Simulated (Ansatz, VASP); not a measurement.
# BiP: VASP beside Ansatz

File INCAR:

```
PREC = Accurate ; ENCUT = 520
EDIFF = 1E-6 ; ISMEAR = 0
SIGMA = 0.05 ; LREAL = False
LASPH = True ; NELM = 60
ALGO = Normal ; ISIF = 2
LWAVE = False ; LCHARG = False
GGA = PS ; NBANDS = 28
```

KPOINTS

```
regular mesh
0
Gamma
  8 8 6
```

The input POSCAR:

```
BiP
1.0
    4.9048130777      0.0000000000      0.0000000000
   -2.4524065388      4.2476927261      0.0000000000
    0.0000000000      0.0000000000      6.1737119889
Bi P
2 2
Direct
    0.6666666667      0.3333333333      0.0317686379
    0.3333333333      0.6666666667      0.5317686379
    0.6666666667      0.3333333333      0.5934313621
    0.3333333333      0.6666666667      0.0934313621
```

Input for Ansatz:

```yaml
crystal:
  lattice:
    - [4.9048130777, 0.0, 0.0]
    - [-2.4524065388, 4.2476927261, 0.0]
    - [0.0, 0.0, 6.1737119889]
  atoms:
    - { symbol: Bi, position: [0.6666666667, 0.3333333333, 0.0317686379] }
    - { symbol: Bi, position: [0.3333333333, 0.6666666667, 0.5317686379] }
    - { symbol: P, position: [0.6666666667, 0.3333333333, 0.5934313621] }
    - { symbol: P, position: [0.3333333333, 0.6666666667, 0.0934313621] }
basis:
  ecutwfc: 420
  ecutrho_ratio: 4
kpoints:
  mp_grid: { grid: [8, 8, 6] }
hamiltonian:
  xc: pbesol
scf:
  occupations: { method: gaussian, width: 0.05 }
output:
  forces: true
  stress: true
  eigenvalues: true
  populations: true
```

Alike in both runs: task single point; functional PBEsol; k mesh 8 × 8 × 6; occupations gaussian, width 0.05 eV; no spin polarisation.

```csv
,VASP,Ansatz
version,VASP 6.6.1,Ansatz 0.2.0
potentials or method,"VASP PAW PBE potentials, release 64 (Bi_d, P), cutoff 520 eV","scalar-relativistic, plane waves, PAW"
valence electrons in the cell,40,40
```

|  | VASP | Ansatz | Ansatz less VASP |
| --- | --- | --- | --- |
| gap on the k mesh at the Fermi level (eV) | 0.14 | 0.14 | 0.000 |
| least direct gap on the mesh (eV) | 1.05 | 1.05 | 0.000 |
| pressure (GPa) | -2.0 | -2.0 | +0.01 |
| traceless stress, the component that is largest in VASP (GPa) | -0.14 | -0.14 | -0.001 |
| rms of the force components (eV/Å) | 0.020 | 0.021 | +0.0007 |

VASP's potentials were made for PBE, not for PBEsol. Atom by atom the forces differ by 0.001 eV/Å (rms over components).

Spin-orbit coupling is off throughout.
